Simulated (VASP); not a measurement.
# CdSe (Fm-3m) in VASP: a series of runs

CdSe is run at these levels: B3LYP, HSE06, LDA, PBEsol, PBE; tasks: relaxation of cell and atoms, single point.

Program: VASP 6.6.1. These are calculated values, not measurements. Logs are shortened: lines on timing, memory, paths and dates and some standing lists are left out, and cuts for length are marked.

**1. The cell of the first run**

The structure is cubic, space group Fm-3m (No. 225). The conventional cell has a = 5.748 Å, b = 5.748 Å, c = 5.748 Å, α = 90.00°, β = 90.00°, γ = 90.00°. Within 3.8 Å of Cd (site symmetry m-3m) lie 6 Se at 2.87 Å. Within 3.8 Å of Se (site symmetry m-3m) lie 6 Cd at 2.87 Å.

**2. Relaxation of cell and atoms, B3LYP**

POSCAR

```
CdSe
1.0
    0.0000000000      2.8739580000      2.8739580000
    2.8739580000      0.0000000000      2.8739580000
    2.8739580000      2.8739580000      0.0000000000
Cd Se
1 1
Direct
    0.0000000000      0.0000000000      0.0000000000
    0.5000000000      0.5000000000      0.5000000000
```

INCAR.step1

```
SYSTEM = CdSe
  PREC = Accurate
  ENCUT = 600
  EDIFF = 1E-5
  ISMEAR = -1
  SIGMA = 0.05
  LREAL = .FALSE.
  LASPH = .TRUE.
  NELM = 60
  ALGO = Normal
  LWAVE = .TRUE.
  LCHARG = .FALSE.
  GGA = PE
  NBANDS = 16
```

INCAR.step2

```
SYSTEM = CdSe
  PREC = Accurate
  ENCUT = 600
  EDIFF = 1E-7
  ISMEAR = -1
  SIGMA = 0.05
  LREAL = .FALSE.
  LASPH = .TRUE.
  NELM = 60
  ALGO = Normal
  ISIF = 3
  LWAVE = .FALSE.
  LCHARG = .FALSE.
  GGA = B3
  LHFCALC = .TRUE.
  AEXX = 0.2
  AGGAX = 0.72
  AGGAC = 0.81
  ALDAC = 0.19
  PRECFOCK = Normal
  IBRION = 2
  NSW = 60
  EDIFFG = -0.01
  ISTART = 1
```

KPOINTS

```
Automatic mesh
0
G
  4 4 4
  0 0 0
```

Potentials or basis: VASP PAW PBE potentials, release 64 (Cd, Se).

Run with:

```
$ cat potpaw_PBE.64/Cd/POTCAR potpaw_PBE.64/Se/POTCAR > POTCAR
$ cp INCAR.step1 INCAR
$ mpirun -np 1 vasp_std > vasp.out
$ cp INCAR.step2 INCAR
$ mpirun -np 1 vasp_std > vasp.out
```

OUTCAR:

```text
SYSTEM = CdSe
   PREC = Accurate
   ENCUT = 600
   EDIFF = 1E-7
   ISMEAR = -1
   LREAL = .FALSE.
   LASPH = .TRUE.
   NELM = 60
   ISIF = 3
   GGA = B3
   LHFCALC = .TRUE.
   AEXX = 0.2
   PRECFOCK = Normal
   IBRION = 2
   NSW = 60
   EDIFFG = -0.01
   ISTART = 1

 ion  position               nearest neighbor table
   1  0.000  0.000  0.000-   2 2.87   2 2.87   2 2.87   2 2.87   2 2.87   2 2.87
   2  0.500  0.500  0.500-   1 2.87   1 2.87   1 2.87   1 2.87   1 2.87   1 2.87

  LATTYP: Found a face centered cubic cell.
 ALAT       =     5.7479160000

  Lattice vectors:

 A1 = (   0.0000000000,   2.8739580000,   2.8739580000)
 A2 = (   2.8739580000,   0.0000000000,   2.8739580000)
 A3 = (   2.8739580000,   2.8739580000,   0.0000000000)

Analysis of symmetry for initial positions (statically):
=====================================================================
 Subroutine PRICEL returns:
 Original cell was already a primitive cell.

 Routine SETGRP: Setting up the symmetry group for a
 face centered cubic supercell.

 Subroutine GETGRP returns: Found 48 space group operations
 (whereof 48 operations were pure point group operations)
 out of a pool of 48 trial point group operations.

The static configuration has the point symmetry O_h .

Analysis of symmetry for dynamics (positions and initial velocities):
=====================================================================
 Subroutine PRICEL returns:
 Original cell was already a primitive cell.

 Routine SETGRP: Setting up the symmetry group for a
 face centered cubic supercell.

 Subroutine GETGRP returns: Found 48 space group operations
 (whereof 48 operations were pure point group operations)
 out of a pool of 48 trial point group operations.

The dynamic configuration has the point symmetry O_h .

 Subroutine INISYM returns: Found 48 space group operations
 (whereof 48 operations are pure point group operations),
 and found     1 'primitive' translations

----------------------------------------------------------------------------------------

                                     Primitive cell

  volume of cell :      47.4757

  direct lattice vectors                    reciprocal lattice vectors
     0.000000000  2.873958000  2.873958000    -0.173976098  0.173976098  0.173976098
     2.873958000  0.000000000  2.873958000     0.173976098 -0.173976098  0.173976098
     2.873958000  2.873958000  0.000000000     0.173976098  0.173976098 -0.173976098

  length of vectors
     4.064390381  4.064390381  4.064390381     0.301335442  0.301335442  0.301335442

  position of ions in fractional coordinates (direct lattice)
     0.000000000  0.000000000  0.000000000
     0.500000000  0.500000000  0.500000000

  ion indices of the primitive-cell ions
   primitive index   ion index
                 1           1
                 2           2

----------------------------------------------------------------------------------------

 KPOINTS: Automatic mesh

Automatic generation of k-mesh.
 Grid dimensions read from file:
 generate k-points for:    4    4    4

 Generating k-lattice:

  Cartesian coordinates                     Fractional coordinates (reciprocal lattice)
    -0.043494025  0.043494025  0.043494025     0.250000000  0.000000000  0.000000000
     0.043494025 -0.043494025  0.043494025     0.000000000  0.250000000  0.000000000
     0.043494025  0.043494025 -0.043494025     0.000000000  0.000000000  0.250000000

  Length of vectors
     0.075333860  0.075333860  0.075333860

  Shift w.r.t. Gamma in fractional coordinates (k-lattice)
     0.000000000  0.000000000  0.000000000

 Subroutine IBZKPT returns following result:
 ===========================================

 Found      8 irreducible k-points:

 Following reciprocal coordinates:
            Coordinates               Weight
  0.000000  0.000000  0.000000      1.000000
  0.250000  0.000000  0.000000      8.000000
  0.500000  0.000000  0.000000      4.000000
  0.250000  0.250000  0.000000      6.000000
  0.500000  0.250000  0.000000     24.000000
 -0.250000  0.250000  0.000000     12.000000
  0.500000  0.500000  0.000000      3.000000
 -0.250000  0.500000  0.250000      6.000000
   k-points           NKPTS =      8   k-points in BZ     NKDIM =     64   number of bands    NBANDS=     13
   number of dos      NEDOS =    301   number of ions     NIONS =      2
   total plane-waves  NPLWV =  32768
   dimension x,y,z NGX =    32 NGY =   32 NGZ =   32
   dimension x,y,z NGXF=    64 NGYF=   64 NGZF=   64
   ions per type =               1   1
   NGX,Y,Z   is equivalent  to a cutoff of  13.09, 13.09, 13.09 a.u.
   NGXF,Y,Z  is equivalent  to a cutoff of  26.18, 26.18, 26.18 a.u.
 SYSTEM =  CdSe
   PREC   = accura    normal or accurate (medium, high low for compatibility)
   ISTART =      1    job   : 0-new  1-cont  2-samecut
   ICHARG =      0    charge: 1-file 2-atom 10-const
   ISPIN  =      1    spin polarized calculation?
   LNONCOLLINEAR =      F non collinear calculations
   LSORBIT =      F    spin-orbit coupling
   LASPH  =      T    aspherical Exc in radial PAW
   ENCUT  =  600.0 eV  44.10 Ry    6.64 a.u.   8.12  8.12  8.12*2*pi/ulx,y,z
   NELM   =     60;   NELMIN=  2; NELMDL=  0     # of ELM steps
   EDIFF  = 0.1E-06   stopping-criterion for ELM
   LREAL  =      F    real-space projection
   EDIFFG = -.1E-01   stopping-criterion for IOM
   NSW    =     60    number of steps for IOM
   IBRION =      2    ionic relax: 0-MD 1-quasi-New 2-CG
   NFREE  =      1    steps in history (QN), initial steepest desc. (CG)
   ISIF   =      3    stress and relaxation
   ISYM   =      3    0-nonsym 1-usesym 2-fastsym
   POTIM  = 0.5000    time-step for ionic-motion
   TEBEG  =    0.0;   TEEND  =   0.0 temperature during run
   PSTRESS=    0.0 pullay stress
   NELECT =      18.0000    total number of electrons
   NUPDOWN=      -1.0000    fix difference up-down
   EMIN   =  10.00;   EMAX   =-10.00  energy-range for DOS
   EFERMI =   0.00;   METHOD = LEGACY
   ISMEAR =    -1;   SIGMA  =   0.05  broadening in eV -4-tet -1-fermi 0-gaus
   EFERMI_NEDOS =   21; number of points for ismear=-14 and -15
   IALGO  =     38    algorithm
   IMIX   =      1    mixing-type and parameters
     AMIX     =   0.40;   BMIX     =  1.00
     AMIX_MAG =   1.60;   BMIX_MAG =  1.00
  volume/ion in A,a.u.               =      23.74       160.19
  Fermi-wavevector in a.u.,A,eV,Ry     =   1.184882  2.239103 19.101849  1.403946
  Thomas-Fermi vector in A             =   2.321088
   LORBIT       =      0    0 simple, 1 ext, 2 COOP (PROOUT), +10 PAW based schemes
   GGA     = B3    functional components
   LHFCALC =     T    Hartree Fock is set to
   PRECFOCK=normal    Normal, Fast or Accurate (Low or Medium for compatibility)
   ENCUT4O =  -1.0   cutoff for four orbital integrals eV
   NKREDX  =     1    reduce k-point grid by
   NKREDY  =     1    reduce k-point grid by
   NKREDZ  =     1    reduce k-point grid by
   AEXX    =    0.2000 exact exchange contribution
   HFSCREEN=    0.0000 screening length (either q_TF or 0.3 A-1)
   HFSCREENC=   0.0000 screening length for correlation (either q_TF or 0.3 A-1)
   ENCUTFOCK=  -1.0 apply spherical cutoff to Coloumb kernel
   IVDW    =     0    specifies the selected vdW correction
   LEPSILON=     F    determine dielectric tensor
   LRPA    =     F    only Hartree local field effects (RPA)
 conjugate gradient relaxation of ions
 non-spin polarized calculation
  energy-cutoff  :      600.00
  volume of cell :       47.48
 maximum number of plane-waves:      1604
  NGX = 28; NGY = 28; NGZ = 28

--------------------------------------- Ionic step        1  -------------------------------------------

 number of electron      17.9999995 magnetization

 Free energy of the ion-electron system (eV)
  ---------------------------------------------------
  ext. energy  EPLUGINS =         0.00000000
  ---------------------------------------------------
  free energy    TOTEN  =        -5.64985583 eV

  energy without entropy =       -5.64970420  energy(sigma->0) =       -5.64978001

------------------------ aborting loop because EDIFF is reached ----------------------------------------

  FORCE on cell =-STRESS in cart. coord.  units (eV):
  Direction    XX          YY          ZZ          XY          YZ          ZX
  --------------------------------------------------------------------------------------
  -------------------------------------------------------------------------------------
  Total        0.5786402      0.5786402      0.5786402     -0.0000000     -0.0000000     -0.0000000
  in kB       19.5275596     19.5275596     19.5275596     -0.0000000     -0.0000000     -0.0000000
  external PRESSURE =      19.5275596 kB  Pullay stress =       0.0000000 kB
[... 57 lines left out ...]
  energy  without entropy=       -5.6578677073  energy(sigma->0) =       -5.65795812

--------------------------------------- Ionic step        3  -------------------------------------------

 number of electron      18.0000004 magnetization

 Free energy of the ion-electron system (eV)
  ---------------------------------------------------
  ext. energy  EPLUGINS =         0.00000000
  ---------------------------------------------------
  free energy    TOTEN  =        -5.65899091 eV

  energy without entropy =       -5.65881804  energy(sigma->0) =       -5.65890448

 E-fermi :   1.8147     XC(G=0):  -7.8167

 val. band max:        1.4570128788   @ k =   0.5000   0.0000   0.0000
 cond. band min:       2.1166362369   @ k =   0.5000   0.5000   0.0000
 fundamental gap:      0.6596233581
 Fermi energy:         1.8146633056

 k-point     1 :       0.0000    0.0000    0.0000
  band No.  band energies     occupation
      1     -12.1435      2.00000
      2      -7.6529      2.00000
      3      -7.6529      2.00000
      4      -7.6224      2.00000
      5      -7.6224      2.00000
      6      -7.6224      2.00000
      7       0.9441      2.00000
      8       0.9441      2.00000
      9       0.9441      2.00000
     10       2.6760      0.00000
     11      11.6961      0.00000
     12      11.6961      0.00000
     13      11.6961      0.00000
[... 139 lines left out ...]
  FREE ENERGIE OF THE ION-ELECTRON SYSTEM (eV)
  ---------------------------------------------------
  free  energy   TOTEN  =        -5.6589909108 eV

  energy  without entropy=       -5.6588180392  energy(sigma->0) =       -5.65890448

 reached required accuracy - stopping structural energy minimisation
```

Run time: 24 min. Hardware: 1 thread of Intel Xeon 6975P-C (Granite Rapids), shared host; peak memory 0.2 GiB.

What came out:

| Property | Result |
| --- | --- |
| Free energy | -5.6590 eV |
| Relaxed volume | 24.50 Å³/atom |
| Relaxed cell | a = 4.107 Å, b = 4.107 Å, c = 4.107 Å, α = 60.00°, β = 60.00°, γ = 60.00° |
| Space group after relaxing (to 0.1 Å) | Fm-3m (No. 225) |
| Energy gained by relaxing | 4.6 meV/atom |
| Ionic steps | 3 |
| Pressure after relaxing | 0.0 GPa |
| Band gap on the k mesh | 0.66 eV (least direct gap 1.73 eV) |

The path:
| step | energy change (eV) | largest force (eV/Å) | pressure (GPa) | volume (Å³) |
| --- | --- | --- | --- | --- |
| 1 | 0.0000 | 0.0000 | 1.95 | 47.48 |
| 2 | -0.0082 | 0.0000 | -0.60 | 49.49 |
| 3 | -0.0091 | 0.0000 | -0.02 | 48.99 |

Final structure:
```yaml
crystal:
  lattice:
    - [0.00000, 2.90429, 2.90429]
    - [2.90429, 0.00000, 2.90429]
    - [2.90429, 2.90429, 0.00000]
  atoms:
    - { symbol: Cd, position: [0.00000, 0.00000, 0.00000] }
    - { symbol: Se, position: [0.50000, 0.50000, 0.50000] }
```

Caveat: the k points lie up to 0.47 Å⁻¹ apart in the final cell; the PAW data sets were made with another functional, which shifts forces and pressure a little.

(Continued in part 2 of 3.)
